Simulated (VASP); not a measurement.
# Ti3Te3Mo2 (P-62m) in VASP: relaxation of cell and atoms with PBE

Aim: the relaxation of cell and atoms of Ti3Te3Mo2 with PBE.

Program: VASP 6.6.1. These are calculated values, not measurements. Logs are shortened: lines on timing, memory, paths and dates and some standing lists are left out, and cuts for length are marked.

## Step 1: The cell of the first run

Symmetry: P-62m, No. 189, hexagonal system. Conventional cell: a = 7.465 Å, b = 7.465 Å, c = 3.474 Å, α = 90.00°, β = 90.00°, γ = 120.00°. Ti (site symmetry m2m) has 6 Te at 2.80 to 3.35 Å and 4 Mo at 2.80 Å and 2 Ti at 3.47 Å within 3.7 Å. Within 3.7 Å of Te (site symmetry m2m) lie 2 Mo at 2.78 Å and 6 Ti at 2.80 to 3.35 Å and 4 Te at 3.43 to 3.47 Å. Within 3.7 Å of Mo (site symmetry -6) lie 3 Te at 2.78 Å and 6 Ti at 2.80 Å and 2 Mo at 3.47 Å.

## Step 2: Relaxation of cell and atoms, PBE

Input file INCAR:

```
SYSTEM = Ti3Te3Mo2
PREC = Accurate
ENCUT = 500
EDIFF = 1E-7
ISMEAR = 0
SIGMA = 0.1
LREAL = .FALSE.
LASPH = .TRUE.
NELM = 120
ALGO = Normal
ISIF = 3
LWAVE = .FALSE.
LCHARG = .FALSE.
GGA = PE
IBRION = 2
NSW = 100
EDIFFG = -0.01
GGA_COMPAT = .FALSE.
NELMIN = 4
```

Input file KPOINTS:

```
Automatic mesh
0
G
  6 6 10
  0 0 0
```

Input file POSCAR:

```
Ti3Te3Mo2
1.0
    7.4645968080      0.0000000000      0.0000000000
   -3.7322984040      6.4645304647      0.0000000000
    0.0000000000      0.0000000000      3.4735773116
Ti Te Mo
3 3 2
Direct
    0.4405852536      0.0000000000      0.5000000000
    0.5594147464      0.5594147464      0.5000000000
    0.0000000000      0.4405852536      0.5000000000
    0.7345802669      0.0000000000      0.0000000000
    0.2654197331      0.2654197331      0.0000000000
    0.0000000000      0.7345802669      0.0000000000
    0.3333333333      0.6666666667      0.0000000000
    0.6666666667      0.3333333333      0.0000000000
```

Potentials or basis: VASP PAW PBE potentials, release 64 (Ti_sv, Te, Mo_sv).

Started as:

```
> cat potpaw_PBE.64/Ti_sv/POTCAR potpaw_PBE.64/Te/POTCAR potpaw_PBE.64/Mo_sv/POTCAR > POTCAR
> mpirun -np 1 vasp_std > vasp.out
```

OUTCAR:

```text
SYSTEM = Ti3Te3Mo2
   PREC = Accurate
   ENCUT = 500
   EDIFF = 1E-7
   ISMEAR = 0
   LREAL = .FALSE.
   LASPH = .TRUE.
   NELM = 120
   ISIF = 3
   GGA = PE
   IBRION = 2
   NSW = 100
   EDIFFG = -0.01
   NELMIN = 4

 ion  position               nearest neighbor table
   1  0.441  0.000  0.500-   4 2.80   4 2.80   7 2.80   7 2.80   8 2.80   8 2.80
   2  0.559  0.559  0.500-   5 2.80   5 2.80   8 2.80   8 2.80   7 2.80   7 2.80
   3  0.000  0.441  0.500-   6 2.80   6 2.80   8 2.80   8 2.80   7 2.80   7 2.80
   4  0.735  0.000  0.000-   8 2.78   7 2.78   1 2.80   1 2.80   6 3.43   5 3.43
   5  0.265  0.265  0.000-   7 2.78   8 2.78   2 2.80   2 2.80   6 3.43   4 3.43
   6  0.000  0.735  0.000-   7 2.78   8 2.78   3 2.80   3 2.80   5 3.43   4 3.43
   7  0.333  0.667  0.000-   6 2.78   4 2.78   5 2.78   1 2.80   1 2.80   3 2.80   3 2.80   2 2.80
                             2 2.80
   8  0.667  0.333  0.000-   4 2.78   6 2.78   5 2.78   3 2.80   3 2.80   1 2.80   1 2.80   2 2.80
                             2 2.80

  LATTYP: Found a hexagonal cell.
 ALAT       =     7.4645968080
 C/A-ratio  =     0.4653402456

  Lattice vectors:

 A1 = (   7.4645968080,   0.0000000000,   0.0000000000)
 A2 = (  -3.7322984040,   6.4645304647,   0.0000000000)
 A3 = (   0.0000000000,   0.0000000000,   3.4735773116)

Analysis of symmetry for initial positions (statically):
=====================================================================
 Subroutine PRICEL returns:
 Original cell was already a primitive cell.

 Routine SETGRP: Setting up the symmetry group for a
 hexagonal supercell.

 Subroutine GETGRP returns: Found 12 space group operations
 (whereof 12 operations were pure point group operations)
 out of a pool of 24 trial point group operations.

The static configuration has the point symmetry D_3h.

Analysis of symmetry for dynamics (positions and initial velocities):
=====================================================================
 Subroutine PRICEL returns:
 Original cell was already a primitive cell.

 Routine SETGRP: Setting up the symmetry group for a
 hexagonal supercell.

 Subroutine GETGRP returns: Found 12 space group operations
 (whereof 12 operations were pure point group operations)
 out of a pool of 24 trial point group operations.

The dynamic configuration has the point symmetry D_3h.

 Subroutine INISYM returns: Found 12 space group operations
 (whereof 12 operations are pure point group operations),
 and found     1 'primitive' translations

----------------------------------------------------------------------------------------

                                     Primitive cell

  volume of cell :     167.6179

  direct lattice vectors                    reciprocal lattice vectors
     7.464596808  0.000000000  0.000000000     0.133965708  0.077345138  0.000000000
    -3.732298404  6.464530465  0.000000000     0.000000000  0.154690276  0.000000000
     0.000000000  0.000000000  3.473577312     0.000000000  0.000000000  0.287887647

  length of vectors
     7.464596808  7.464596808  3.473577312     0.154690276  0.154690276  0.287887647

  position of ions in fractional coordinates (direct lattice)
     0.440585254  0.000000000  0.500000000
     0.559414746  0.559414746  0.500000000
     0.000000000  0.440585254  0.500000000
     0.734580267  0.000000000  0.000000000
     0.265419733  0.265419733  0.000000000
     0.000000000  0.734580267  0.000000000
     0.333333333  0.666666667  0.000000000
     0.666666667  0.333333333  0.000000000

  ion indices of the primitive-cell ions
   primitive index   ion index
                 1           1
                 2           2
                 3           3
                 4           4
                 5           5
                 6           6
                 7           7
                 8           8

----------------------------------------------------------------------------------------

 KPOINTS: Automatic mesh

Automatic generation of k-mesh.
 Grid dimensions read from file:
 generate k-points for:    6    6   10

 Generating k-lattice:

  Cartesian coordinates                     Fractional coordinates (reciprocal lattice)
     0.022327618  0.012890856  0.000000000     0.166666667  0.000000000  0.000000000
     0.000000000  0.025781713  0.000000000     0.000000000  0.166666667  0.000000000
     0.000000000  0.000000000  0.028788765     0.000000000  0.000000000  0.100000000

  Length of vectors
     0.025781713  0.025781713  0.028788765

  Shift w.r.t. Gamma in fractional coordinates (k-lattice)
     0.000000000  0.000000000  0.000000000

 Subroutine IBZKPT returns following result:
 ===========================================

 Found     42 irreducible k-points:

 Following reciprocal coordinates:
            Coordinates               Weight
  0.000000  0.000000  0.000000      1.000000
  0.166667  0.000000  0.000000      6.000000
  0.333333  0.000000  0.000000      6.000000
  0.500000  0.000000  0.000000      3.000000
  0.166667  0.166667  0.000000      6.000000
  0.333333  0.166667  0.000000     12.000000
[... 16 lines left out ...]
  0.166667  0.000000  0.300000     12.000000
  0.333333  0.000000  0.300000     12.000000
 [... further k-points ...]
   k-points           NKPTS =     42   k-points in BZ     NKDIM =     42   number of bands    NBANDS=     49
   number of dos      NEDOS =    301   number of ions     NIONS =      8
   total plane-waves  NPLWV =  81648
   dimension x,y,z NGX =    54 NGY =   54 NGZ =   28
   dimension x,y,z NGXF=   108 NGYF=  108 NGZF=   56
   ions per type =               3   3   2
   NGX,Y,Z   is equivalent  to a cutoff of  12.03, 12.03, 13.40 a.u.
   NGXF,Y,Z  is equivalent  to a cutoff of  24.05, 24.05, 26.80 a.u.
 SYSTEM =  Ti3Te3Mo2
   PREC   = accura    normal or accurate (medium, high low for compatibility)
   ISTART =      0    job   : 0-new  1-cont  2-samecut
   ICHARG =      2    charge: 1-file 2-atom 10-const
   ISPIN  =      1    spin polarized calculation?
   LNONCOLLINEAR =      F non collinear calculations
   LSORBIT =      F    spin-orbit coupling
   LASPH  =      T    aspherical Exc in radial PAW
   ENCUT  =  500.0 eV  36.75 Ry    6.06 a.u.  13.61 13.61  6.33*2*pi/ulx,y,z
   NELM   =    120;   NELMIN=  4; NELMDL= -5     # of ELM steps
   EDIFF  = 0.1E-06   stopping-criterion for ELM
   LREAL  =      F    real-space projection
   EDIFFG = -.1E-01   stopping-criterion for IOM
   NSW    =    100    number of steps for IOM
   IBRION =      2    ionic relax: 0-MD 1-quasi-New 2-CG
   NFREE  =      1    steps in history (QN), initial steepest desc. (CG)
   ISIF   =      3    stress and relaxation
   ISYM   =      2    0-nonsym 1-usesym 2-fastsym
   POTIM  = 0.5000    time-step for ionic-motion
   TEBEG  =    0.0;   TEEND  =   0.0 temperature during run
   PSTRESS=    0.0 pullay stress
   NELECT =      82.0000    total number of electrons
   NUPDOWN=      -1.0000    fix difference up-down
   EMIN   =  10.00;   EMAX   =-10.00  energy-range for DOS
   EFERMI =   0.00;   METHOD = LEGACY
   ISMEAR =     0;   SIGMA  =   0.10  broadening in eV -4-tet -1-fermi 0-gaus
   EFERMI_NEDOS =   21; number of points for ismear=-14 and -15
   IALGO  =     38    algorithm
   IMIX   =      4    mixing-type and parameters
     AMIX     =   0.40;   BMIX     =  1.00
     AMIX_MAG =   1.60;   BMIX_MAG =  1.00
  volume/ion in A,a.u.               =      20.95       141.39
  Fermi-wavevector in a.u.,A,eV,Ry     =   1.289949  2.437651 22.639679  1.663969
  Thomas-Fermi vector in A             =   2.421811
   LORBIT       =      0    0 simple, 1 ext, 2 COOP (PROOUT), +10 PAW based schemes
   GGA     = PE    functional components
   LHFCALC =     F    Hartree Fock is set to
   AEXX    =    0.0000 exact exchange contribution
   IVDW    =     0    specifies the selected vdW correction
   LEPSILON=     F    determine dielectric tensor
   LRPA    =     F    only Hartree local field effects (RPA)
 conjugate gradient relaxation of ions
 non-spin polarized calculation
 Gauss-broadening in eV      SIGMA  =   0.10
  energy-cutoff  :      500.00
  volume of cell :      167.62
 maximum number of plane-waves:      4276
   NGX = 27   NGY = 27   NGZ = 13

--------------------------------------- Ionic step        1  -------------------------------------------

 number of electron      81.9999996 magnetization

 Free energy of the ion-electron system (eV)
  ---------------------------------------------------
  ext. energy  EPLUGINS =         0.00000000
  ---------------------------------------------------
  free energy    TOTEN  =       -55.39993175 eV

  energy without entropy =      -55.37186452  energy(sigma->0) =      -55.38589814

------------------------ aborting loop because EDIFF is reached ----------------------------------------

  FORCE on cell =-STRESS in cart. coord.  units (eV):
  Direction    XX          YY          ZZ          XY          YZ          ZX
  --------------------------------------------------------------------------------------
  -------------------------------------------------------------------------------------
  Total       -0.2086293     -0.2086293     -0.6888052     -0.0000000      0.0000000      0.0000000
  in kB       -1.9941856     -1.9941856     -6.5839521     -0.0000000      0.0000000      0.0000000
  external PRESSURE =      -3.5241078 kB  Pullay stress =       0.0000000 kB
[... 111 lines left out ...]
  energy  without entropy=      -55.3730041028  energy(sigma->0) =      -55.38705318

--------------------------------------- Ionic step        4  -------------------------------------------

 number of electron      81.9999997 magnetization

 Free energy of the ion-electron system (eV)
  ---------------------------------------------------
  ext. energy  EPLUGINS =         0.00000000
  ---------------------------------------------------
  free energy    TOTEN  =       -55.40157103 eV

  energy without entropy =      -55.37348522  energy(sigma->0) =      -55.38752813

 E-fermi :   9.2994     XC(G=0): -11.0848

 val. band max:        9.2923462183   @ k =   0.0000   0.0000   0.4000
 cond. band min:       9.3037808385   @ k =   0.3333   0.3333   0.2000
 fundamental gap:      0.0114346202
 Fermi energy:         9.2994269721

 k-point     1 :       0.0000    0.0000    0.0000
  band No.  band energies     occupation
      1     -51.0960      2.00000
      2     -51.0938      2.00000
      3     -47.7970      2.00000
      4     -47.7970      2.00000
      5     -47.7958      2.00000
      6     -25.3570      2.00000
[... 1237 lines left out ...]
     48      10.7446      0.00000
     49      10.8854      0.00000

 [... further k-points ...]

------------------------ aborting loop because EDIFF is reached ----------------------------------------

  FORCE on cell =-STRESS in cart. coord.  units (eV):
  Direction    XX          YY          ZZ          XY          YZ          ZX
  --------------------------------------------------------------------------------------
  -------------------------------------------------------------------------------------
  Total        0.0622129      0.0622129     -0.0123077      0.0000000      0.0000000      0.0000000
  in kB        0.5966304      0.5966304     -0.1180322      0.0000000      0.0000000      0.0000000
  external PRESSURE =       0.3584096 kB  Pullay stress =       0.0000000 kB
[... 23 lines left out ...]
  FREE ENERGIE OF THE ION-ELECTRON SYSTEM (eV)
  ---------------------------------------------------
  free  energy   TOTEN  =       -55.4015710311 eV

  energy  without entropy=      -55.3734852226  energy(sigma->0) =      -55.38752813

 reached required accuracy - stopping structural energy minimisation
```

It took 11 min on 1 thread of Intel Xeon 6975P-C (Granite Rapids), shared host; peak memory 0.48 GiB.

Results:

- Free energy: -55.4016 eV
- Relaxed volume: 20.88 Å³/atom
- Relaxed cell: a = 7.467 Å, b = 7.467 Å, c = 3.460 Å, α = 90.00°, β = 90.00°, γ = 120.00°
- Space group after relaxing (to 0.05 Å): P-62m (No. 189)
- Energy gained by relaxing: 0.2 meV/atom
- Ionic steps: 4
- Pressure after relaxing: 0.0 GPa
- Largest force after relaxing: 0.009 eV/Å
- Band gap on the k mesh: zero (band 41 reaches 9.85 eV, above the bottom of band 42 at 8.78 eV)

Forces in eV/Å, atoms in the order of the input:
```
Ti  -0.003  0.000  0.000
Ti   0.002  0.003  0.000
Ti   0.002 -0.003  0.000
Te  -0.009  0.000  0.000
Te   0.005  0.008  0.000
Te   0.005 -0.008  0.000
Mo   0.000  0.000  0.000
Mo   0.000  0.000  0.000
```

Step by step:
```tsv
step	energy change (eV)	largest force (eV/Å)	pressure (GPa)	volume (Å³)
1	0.0000	0.0541	-0.35	167.62
2	-0.0006	0.0362	0.45	166.50
3	-0.0012	0.0019	0.11	166.97
4	-0.0016	0.0094	0.04	167.07
```

Final structure:
```
CELL_PARAMETERS angstrom
7.46734 0.00000 0.00000
-3.73367 6.46691 0.00000
0.00000 0.00000 3.45957
ATOMIC_POSITIONS crystal
Ti 0.44075 0.00000 0.50000
Ti 0.55925 0.55925 0.50000
Ti 0.00000 0.44075 0.50000
Te 0.73429 0.00000 0.00000
Te 0.26571 0.26571 0.00000
Te 0.00000 0.73429 0.00000
Mo 0.33333 0.66667 0.00000
Mo 0.66667 0.33333 0.00000
```

Caveat: spin-orbit coupling is left out, which moves the levels of the heavy elements.
